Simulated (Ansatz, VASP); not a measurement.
**Two plane-wave programs on CdSe**

File INCAR:

```
  PREC = Accurate
  ENCUT = 520
  EDIFF = 1E-7
  ISMEAR = -1
  SIGMA = 0.05
  LREAL = False
  LASPH = True
  NELM = 100
  ALGO = Normal
  ISIF = 2
  LWAVE = False
  LCHARG = False
  GGA = CA
  NBANDS = 16
```

KPOINTS

```
Automatic mesh
0
Gamma
  12 12 12
```

Contents of POSCAR:

```
CdSe
1.0
    0.0000000000      2.5822152510      2.5822152510
    2.5822152510      0.0000000000      2.5822152510
    2.5822152510      2.5822152510      0.0000000000
Cd Se
1 1
Direct
    0.0000000000      0.0000000000      0.0000000000
    0.5000000000      0.5000000000      0.5000000000
```

Input for Ansatz:

```yaml
crystal:
  lattice:
    - [0.0, 2.582215251, 2.582215251]
    - [2.582215251, 0.0, 2.582215251]
    - [2.582215251, 2.582215251, 0.0]
  atoms:
    - { symbol: Cd, position: [0.0, 0.0, 0.0] }
    - { symbol: Se, position: [0.5, 0.5, 0.5] }
kpoints:
  mp_grid: { grid: [12, 12, 12] }
  band_path:
    path:
      - [0.0, 0.0, 0.0]
      - [0.5, 0.0, 0.5]
      - [0.625, 0.25, 0.625]
      - [0.375, 0.375, 0.75]
      - [0.0, 0.0, 0.0]
      - [0.5, 0.5, 0.5]
      - [0.5, 0.25, 0.75]
      - [0.5, 0.0, 0.5]
    npoints: 8
scf:
  occupations: { method: fermi_dirac, width: 0.05 }
hamiltonian:
  xc: lda
  pseudopotentials: { kind: paw }
output:
  forces: true
  stress: true
  eigenvalues: true
  populations: true
  dos: { projected: true, de: 0.2, e_range: [-14, 8] }
```

Change from the starting cell: volume scaled by 0.8, PAW files.

Alike in both runs: task single point; functional LDA; k mesh 12 × 12 × 12; occupations fermi-dirac, width 0.05 eV; no spin polarisation.

```csv
,VASP,Ansatz
version,VASP 6.6.1,Ansatz 0.2.0
potentials or method,"VASP PAW LDA potentials, release 64 (Cd, Se)","PAW with Ansatz's default frozen-core files, scalar-relativistic"
plane-wave cutoff (eV),520,420
valence electrons in the cell,18,36
```

Ansatz gave:

- pressure (GPa): 30.0

Task: Estimate VASP's values.

Result: Pressure (GPa): 31.9.

LDA's correlation is that of Perdew and Zunger in VASP and of Perdew and Wang (1992) in Ansatz. Both programs put the cell under a high pressure, so it lies far from rest at this level. VASP's potentials hold 18 valence electrons a cell and Ansatz's 36, so a difference there can come from the potentials and not from the codes.
